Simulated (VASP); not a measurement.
# Ga2O3: single point with PBE

The system is Ga2O3.

```xyz
20
Lattice="0.0000 6.1666 0.0000 -6.2271 1.5416 -0.0062 -1.3980 3.0833 5.7089" Properties=species:S:1:pos:R:3 pbc="T T T"
Ga   -2.9328    4.6249    3.9133
Ga   -2.9328    7.7082    3.9133
Ga   -4.6923    6.1666    1.7894
Ga   -4.6923    3.0833    1.7894
Ga   -1.4069    6.1666    1.1708
Ga   -1.4069    3.0833    1.1708
Ga   -6.2182    4.6249    4.5319
Ga   -6.2182    7.7082    4.5319
O    -7.2167    6.1666    4.2373
O    -7.2167    9.2499    4.2373
O    -0.4084    4.6249    1.4654
O    -0.4084    1.5416    1.4654
O    -2.7723    6.1666    2.4850
O    -2.7723    3.0833    2.4850
O    -4.8528    4.6249    3.2177
O    -4.8528    7.7082    3.2177
O    -4.3434    4.6249    0.6192
O    -4.3434    1.5416    0.6192
O    -3.2817    6.1666    5.0835
O    -3.2817    9.2499    5.0835
```

* Program: VASP 6.6.1
* Task: single point
* Functional: PBE
* Potentials or basis: VASP PAW PBE potentials, release 64 (Ga_d, O)
* Cutoff: 520 eV
* k mesh: 2 × 2 × 2, shifted
* Occupations: gaussian, width 0.01 eV
* Spin: no spin polarisation

```yaml
Pressure: 0.6 GPa
Largest_force: 0.026 eV/Å
Band_gap_on_the_k_mesh: 3.29 eV
```

Forces in eV/Å, atoms in the order of the input:
```
Ga   0.012  0.000  0.000
Ga   0.012  0.000  0.000
Ga  -0.012  0.000  0.000
Ga  -0.012  0.000  0.000
Ga  -0.002  0.001 -0.007
Ga  -0.002  0.001 -0.007
Ga   0.002 -0.001  0.007
Ga   0.002 -0.001  0.007
O   -0.003  0.001 -0.008
O   -0.003  0.001 -0.008
O    0.003 -0.001  0.008
O    0.003 -0.001  0.008
O    0.009 -0.004  0.004
O    0.009 -0.004  0.004
O   -0.009  0.004 -0.004
O   -0.009  0.004 -0.004
O    0.019 -0.002 -0.017
O    0.019 -0.002 -0.017
O   -0.019  0.002  0.017
O   -0.019  0.002  0.017
```

Levels at points of the mesh, in eV from the valence-band top:
| k point | band 84 | band 85 | band 86 | band 87 | band 88 | band 89 | band 90 | band 91 | band 92 | band 93 |
| --- | --- | --- | --- | --- | --- | --- | --- | --- | --- | --- |
| (0.25, 0.25, 0.25) | -0.63 | -0.56 | -0.36 | -0.28 | -0.05 | 3.29 | 5.66 | 6.23 | 6.48 | 6.66 |

Run time: 7.7 min on 1 thread of Intel Xeon 8259CL, on a shared host, peak memory 0.35 GiB.

Caveat: the k points lie up to 0.58 Å⁻¹ apart; a shifted mesh leaves out Γ, where band edges can lie. A k mesh can miss the band edges.
